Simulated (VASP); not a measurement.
# InRu2 (F-43m) in VASP: a series of runs

Runs on InRu2. Level: PBE. Tasks: relaxation of cell and atoms, single point.

All numbers are computed with VASP 6.6.1; they aren't measurements. Logs are shortened: lines on timing, memory, paths and dates and some standing lists are left out, and cuts for length are marked.

### 1 The cell of the first run

It takes space group F-43m (No. 216, cubic). Conventional cell: a = 5.783 Å, b = 5.783 Å, c = 5.783 Å, α = 90.00°, β = 90.00°, γ = 90.00°. Within 3.3 Å of In (site symmetry -43m) lie 10 Ru at 2.50 to 2.89 Å. Ru (site symmetry -43m) has 4 In at 2.50 Å and 4 Ru at 2.50 Å within 3.3 Å. Ru (site symmetry -43m) has 4 Ru at 2.50 Å and 6 In at 2.89 Å within 3.3 Å.

### 2 Relaxation of cell and atoms, PBE

Contents of INCAR:

```
ALGO = Normal
EDIFF = 1E-6
EDIFFG = -0.04
ENCUT = 600
GGA = PE
IBRION = 2
ISIF = 3
ISMEAR = 0
LASPH = T
LCHARG = F
LREAL = F
LWAVE = F
NELM = 80
NSW = 90
PREC = Accurate
SIGMA = 0.1
```

Contents of KPOINTS:

```
k-points
0
Gamma
  6 6 6
```

Contents of POSCAR:

```
InRu2
1.0
    0.0000000000      2.8915338500      2.8915338500
    2.8915338500      0.0000000000      2.8915338500
    2.8915338500      2.8915338500      0.0000000000
In Ru
1 2
Direct
    0.0000000000      0.0000000000      0.0000000000
    0.7500000000      0.7500000000      0.7500000000
    0.5000000000      0.5000000000      0.5000000000
```

Potentials or basis: VASP PAW PBE potentials, release 64 (In_d, Ru_pv).

The run is started by

```sh
$ cat potpaw_PBE.64/In_d/POTCAR potpaw_PBE.64/Ru_pv/POTCAR > POTCAR
$ mpirun -np 1 vasp_std > vasp.out
```

OUTCAR:

```text
EDIFF = 1E-6
   EDIFFG = -0.04
   ENCUT = 600
   GGA = PE
   IBRION = 2
   ISIF = 3
   ISMEAR = 0
   LASPH = T
   LREAL = F
   NELM = 80
   NSW = 90
   PREC = Accurate

 ion  position               nearest neighbor table
   1  0.000  0.000  0.000-   2 2.50   2 2.50   2 2.50   2 2.50   3 2.89   3 2.89   3 2.89   3 2.89
                             3 2.89   3 2.89
   2  0.750  0.750  0.750-   3 2.50   3 2.50   3 2.50   1 2.50   3 2.50   1 2.50   1 2.50   1 2.50

   3  0.500  0.500  0.500-   2 2.50   2 2.50   2 2.50   2 2.50   1 2.89   1 2.89   1 2.89   1 2.89
                             1 2.89   1 2.89

  LATTYP: Found a face centered cubic cell.
 ALAT       =     5.7830677000

  Lattice vectors:

 A1 = (   0.0000000000,   2.8915338500,   2.8915338500)
 A2 = (   2.8915338500,   0.0000000000,   2.8915338500)
 A3 = (   2.8915338500,   2.8915338500,   0.0000000000)

Analysis of symmetry for initial positions (statically):
=====================================================================
 Subroutine PRICEL returns:
 Original cell was already a primitive cell.

 Routine SETGRP: Setting up the symmetry group for a
 face centered cubic supercell.

 Subroutine GETGRP returns: Found 24 space group operations
 (whereof 24 operations were pure point group operations)
 out of a pool of 48 trial point group operations.

The static configuration has the point symmetry T_d .

Analysis of symmetry for dynamics (positions and initial velocities):
=====================================================================
 Subroutine PRICEL returns:
 Original cell was already a primitive cell.

 Routine SETGRP: Setting up the symmetry group for a
 face centered cubic supercell.

 Subroutine GETGRP returns: Found 24 space group operations
 (whereof 24 operations were pure point group operations)
 out of a pool of 48 trial point group operations.

The dynamic configuration has the point symmetry T_d .

 Subroutine INISYM returns: Found 24 space group operations
 (whereof 24 operations are pure point group operations),
 and found     1 'primitive' translations

----------------------------------------------------------------------------------------

                                     Primitive cell

  volume of cell :      48.3520

  direct lattice vectors                    reciprocal lattice vectors
     0.000000000  2.891533850  2.891533850    -0.172918605  0.172918605  0.172918605
     2.891533850  0.000000000  2.891533850     0.172918605 -0.172918605  0.172918605
     2.891533850  2.891533850  0.000000000     0.172918605  0.172918605 -0.172918605

  length of vectors
     4.089246387  4.089246387  4.089246387     0.299503810  0.299503810  0.299503810

  position of ions in fractional coordinates (direct lattice)
     0.000000000  0.000000000  0.000000000
     0.750000000  0.750000000  0.750000000
     0.500000000  0.500000000  0.500000000

  ion indices of the primitive-cell ions
   primitive index   ion index
                 1           1
                 2           2
                 3           3

----------------------------------------------------------------------------------------

 KPOINTS: k-points

Automatic generation of k-mesh.
 Grid dimensions read from file:
 generate k-points for:    6    6    6

 Generating k-lattice:

  Cartesian coordinates                     Fractional coordinates (reciprocal lattice)
    -0.028819768  0.028819768  0.028819768     0.166666667  0.000000000  0.000000000
     0.028819768 -0.028819768  0.028819768     0.000000000  0.166666667  0.000000000
     0.028819768  0.028819768 -0.028819768     0.000000000  0.000000000  0.166666667

  Length of vectors
     0.049917302  0.049917302  0.049917302

  Shift w.r.t. Gamma in fractional coordinates (k-lattice)
     0.000000000  0.000000000  0.000000000

 Subroutine IBZKPT returns following result:
 ===========================================

 Found     16 irreducible k-points:

 Following reciprocal coordinates:
            Coordinates               Weight
  0.000000  0.000000  0.000000      1.000000
  0.166667  0.000000  0.000000      8.000000
  0.333333  0.000000  0.000000      8.000000
  0.500000  0.000000  0.000000      4.000000
  0.166667  0.166667  0.000000      6.000000
  0.333333  0.166667  0.000000     24.000000
[... 8 lines left out ...]
 -0.333333  0.333333  0.166667     24.000000
 -0.333333  0.500000  0.166667     12.000000
   k-points           NKPTS =     16   k-points in BZ     NKDIM =     16   number of bands    NBANDS=     24
   number of dos      NEDOS =    301   number of ions     NIONS =      3
   total plane-waves  NPLWV =  46656
   dimension x,y,z NGX =    36 NGY =   36 NGZ =   36
   dimension x,y,z NGXF=    72 NGYF=   72 NGZF=   72
   ions per type =               1   2
   NGX,Y,Z   is equivalent  to a cutoff of  14.64, 14.64, 14.64 a.u.
   NGXF,Y,Z  is equivalent  to a cutoff of  29.27, 29.27, 29.27 a.u.
 SYSTEM =  unknown system
   PREC   = accura    normal or accurate (medium, high low for compatibility)
   ISTART =      0    job   : 0-new  1-cont  2-samecut
   ICHARG =      2    charge: 1-file 2-atom 10-const
   ISPIN  =      1    spin polarized calculation?
   LNONCOLLINEAR =      F non collinear calculations
   LSORBIT =      F    spin-orbit coupling
   LASPH  =      T    aspherical Exc in radial PAW
   ENCUT  =  600.0 eV  44.10 Ry    6.64 a.u.   8.17  8.17  8.17*2*pi/ulx,y,z
   NELM   =     80;   NELMIN=  2; NELMDL= -5     # of ELM steps
   EDIFF  = 0.1E-05   stopping-criterion for ELM
   LREAL  =      F    real-space projection
   EDIFFG = -.4E-01   stopping-criterion for IOM
   NSW    =     90    number of steps for IOM
   IBRION =      2    ionic relax: 0-MD 1-quasi-New 2-CG
   NFREE  =      1    steps in history (QN), initial steepest desc. (CG)
   ISIF   =      3    stress and relaxation
   ISYM   =      2    0-nonsym 1-usesym 2-fastsym
   POTIM  = 0.5000    time-step for ionic-motion
   TEBEG  =    0.0;   TEEND  =   0.0 temperature during run
   PSTRESS=    0.0 pullay stress
   NELECT =      41.0000    total number of electrons
   NUPDOWN=      -1.0000    fix difference up-down
   EMIN   =  10.00;   EMAX   =-10.00  energy-range for DOS
   EFERMI =   0.00;   METHOD = LEGACY
   ISMEAR =     0;   SIGMA  =   0.10  broadening in eV -4-tet -1-fermi 0-gaus
   EFERMI_NEDOS =   21; number of points for ismear=-14 and -15
   IALGO  =     38    algorithm
   IMIX   =      4    mixing-type and parameters
     AMIX     =   0.40;   BMIX     =  1.00
     AMIX_MAG =   1.60;   BMIX_MAG =  1.00
  volume/ion in A,a.u.               =      16.12       108.77
  Fermi-wavevector in a.u.,A,eV,Ry     =   1.549522  2.928173 32.667853  2.401019
  Thomas-Fermi vector in A             =   2.654317
   LORBIT       =      0    0 simple, 1 ext, 2 COOP (PROOUT), +10 PAW based schemes
   GGA     = PE    functional components
   LHFCALC =     F    Hartree Fock is set to
   AEXX    =    0.0000 exact exchange contribution
   IVDW    =     0    specifies the selected vdW correction
   LEPSILON=     F    determine dielectric tensor
   LRPA    =     F    only Hartree local field effects (RPA)
 conjugate gradient relaxation of ions
 non-spin polarized calculation
 Gauss-broadening in eV      SIGMA  =   0.10
  energy-cutoff  :      600.00
  volume of cell :       48.35
 maximum number of plane-waves:      1639
 NGX is ok and might be reduce to    36
   NGX = 17   NGY = 17   NGZ = 17

--------------------------------------- Ionic step        1  -------------------------------------------

 number of electron      40.9999999 magnetization

 Free energy of the ion-electron system (eV)
  ---------------------------------------------------
  ext. energy  EPLUGINS =         0.00000000
  ---------------------------------------------------
  free energy    TOTEN  =       -18.92811523 eV

  energy without entropy =      -18.90672936  energy(sigma->0) =      -18.91742229

 E-fermi :  11.3612     XC(G=0): -12.7291

 val. band max:       11.3084631187   @ k =   0.5000   0.5000   0.0000
 cond. band min:      11.3689553371   @ k =  -0.3333   0.3333   0.1667
 fundamental gap:      0.0604922184
 Fermi energy:        11.3612000983

 k-point     1 :       0.0000    0.0000    0.0000
  band No.  band energies     occupation
      1     -31.7982      2.00000
      2     -31.7982      2.00000
      3     -31.7982      2.00000
      4     -31.2413      2.00000
      5     -31.2413      2.00000
      6     -31.2413      2.00000
[... 16 lines left out ...]
     23      18.5184      0.00000
     24      18.5185      0.00000

 k-point     2 :       0.1667    0.0000    0.0000
  band No.  band energies     occupation
      1     -31.8139      2.00000
      2     -31.8139      2.00000
      3     -31.7959      2.00000
      4     -31.2456      2.00000
      5     -31.2250      2.00000
      6     -31.2250      2.00000
[... 16 lines left out ...]
     23      16.5458      0.00000
     24      18.4401      0.00000
[... 492 lines left out ...]
  FORCE on cell =-STRESS in cart. coord.  units (eV):
  Direction    XX          YY          ZZ          XY          YZ          ZX
  --------------------------------------------------------------------------------------
  -------------------------------------------------------------------------------------
  Total       -0.1644130     -0.1644130     -0.1644130      0.0000000      0.0000000      0.0000000
  in kB       -4.7035379     -4.7035379     -4.7035379      0.0000000      0.0000000      0.0000000
  external PRESSURE =      -4.7035379 kB  Pullay stress =       0.0000000 kB

 VOLUME and BASIS-vectors are now :
 -----------------------------------------------------------------------------
  energy-cutoff  :      600.00
  volume of cell :       56.00
      direct lattice vectors                 reciprocal lattice vectors
     0.000000000  3.036668321  3.036668321    -0.164654136  0.164654136  0.164654136
     3.036668321  0.000000000  3.036668321     0.164654136 -0.164654136  0.164654136
     3.036668321  3.036668321 -0.000000000     0.164654136  0.164654136 -0.164654136

 POSITION                                       TOTAL-FORCE (eV/Angst)
 -----------------------------------------------------------------------------------
      0.00000      0.00000      0.00000        -0.000000     -0.000000     -0.000000
      4.55500      4.55500      4.55500         0.000000      0.000000      0.000000
      3.03667      3.03667      3.03667        -0.000000     -0.000000     -0.000000
 -----------------------------------------------------------------------------------
    total drift:                               -0.000000     -0.000000     -0.000000

  FREE ENERGIE OF THE ION-ELECTRON SYSTEM (eV)
  ---------------------------------------------------
  free  energy   TOTEN  =       -19.5747740897 eV

  energy  without entropy=      -19.5458529906  energy(sigma->0) =      -19.56031354

--------------------------------------- Ionic step        5  -------------------------------------------

 number of electron      41.0000002 magnetization

 Free energy of the ion-electron system (eV)
  ---------------------------------------------------
  ext. energy  EPLUGINS =         0.00000000
  ---------------------------------------------------
  free energy    TOTEN  =       -19.57504652 eV

  energy without entropy =      -19.54626683  energy(sigma->0) =      -19.56065667

 E-fermi :   9.1396     XC(G=0): -11.9147

 val. band max:        9.1013044715   @ k =   0.3333   0.1667   0.0000
 cond. band min:       9.1568170805   @ k =  -0.3333   0.3333   0.1667
 fundamental gap:      0.0555126090
 Fermi energy:         9.1395902412

 k-point     1 :       0.0000    0.0000    0.0000
  band No.  band energies     occupation
      1     -33.6774      2.00000
      2     -33.6774      2.00000
      3     -33.6774      2.00000
      4     -33.2960      2.00000
      5     -33.2960      2.00000
      6     -33.2960      2.00000
[... 16 lines left out ...]
     23      15.4288      0.00000
     24      15.6213      0.00000

 k-point     2 :       0.1667    0.0000    0.0000
  band No.  band energies     occupation
      1     -33.6863      2.00000
      2     -33.6863      2.00000
      3     -33.6748      2.00000
      4     -33.2998      2.00000
      5     -33.2868      2.00000
      6     -33.2868      2.00000
[... 16 lines left out ...]
     23      13.5334      0.00000
     24      15.4423      0.00000
[... 381 lines left out ...]
  FORCE on cell =-STRESS in cart. coord.  units (eV):
  Direction    XX          YY          ZZ          XY          YZ          ZX
  --------------------------------------------------------------------------------------
  -------------------------------------------------------------------------------------
  Total       -0.0017342     -0.0017342     -0.0017342      0.0000000      0.0000000      0.0000000
  in kB       -0.0497671     -0.0497671     -0.0497671      0.0000000      0.0000000      0.0000000
  external PRESSURE =      -0.0497671 kB  Pullay stress =       0.0000000 kB

 VOLUME and BASIS-vectors are now :
 -----------------------------------------------------------------------------
  energy-cutoff  :      600.00
  volume of cell :       55.83
      direct lattice vectors                 reciprocal lattice vectors
     0.000000000  3.033512085  3.033512085    -0.164825452  0.164825452  0.164825452
     3.033512085  0.000000000  3.033512085     0.164825452 -0.164825452  0.164825452
     3.033512085  3.033512085 -0.000000000     0.164825452  0.164825452 -0.164825452

 POSITION                                       TOTAL-FORCE (eV/Angst)
 -----------------------------------------------------------------------------------
      0.00000      0.00000      0.00000        -0.000000     -0.000000     -0.000000
      4.55027      4.55027      4.55027         0.000000      0.000000      0.000000
      3.03351      3.03351      3.03351        -0.000000     -0.000000     -0.000000
 -----------------------------------------------------------------------------------
    total drift:                               -0.000000     -0.000000     -0.000000

  FREE ENERGIE OF THE ION-ELECTRON SYSTEM (eV)
  ---------------------------------------------------
  free  energy   TOTEN  =       -19.5750465181 eV

  energy  without entropy=      -19.5462668277  energy(sigma->0) =      -19.56065667

 reached required accuracy - stopping structural energy minimisation
```

Run time: 2.2 min. Hardware: 1 thread of Intel Xeon Platinum 8259CL at 2.50GHz (Skylake/Cascade Lake), shared host; peak memory 0.21 GiB.

What came out:

| Item | Value |
| --- | --- |
| Free energy | -19.5750 eV |
| Relaxed volume | 18.61 Å³/atom |
| Relaxed cell | a = 4.290 Å, b = 4.290 Å, c = 4.290 Å, α = 60.00°, β = 60.00°, γ = 60.00° |
| Space group after relaxing (to 0.05 Å) | F-43m (No. 216) |
| Energy gained by relaxing | 215.6 meV/atom |
| Ionic steps | 5 |
| Pressure after relaxing | 0.0 GPa |

The path:
```tsv
step	energy change (eV)	largest force (eV/Å)	pressure (GPa)	volume (Å³)
1	0.0000	0.0000	31.90	48.35
2	1.0545	0.0000	-21.86	74.46
3	-0.6417	0.0000	-2.04	56.61
4	-0.6467	0.0000	-0.47	56.00
5	-0.6469	0.0000	0.00	55.83
```

Final structure:
```xyz
3
Lattice="0.0000 3.0335 3.0335 3.0335 0.0000 3.0335 3.0335 3.0335 0.0000" Properties=species:S:1:pos:R:3 pbc="T T T"
In    0.0000    0.0000    0.0000
Ru    4.5503    4.5503    4.5503
Ru    3.0335    3.0335    3.0335
```

Caveat: the volume moved by over 15 % at a fixed basis, so the end points are rough; spin-orbit coupling is left out, which moves the levels of the heavy elements.

(Continued in part 2 of 2.)
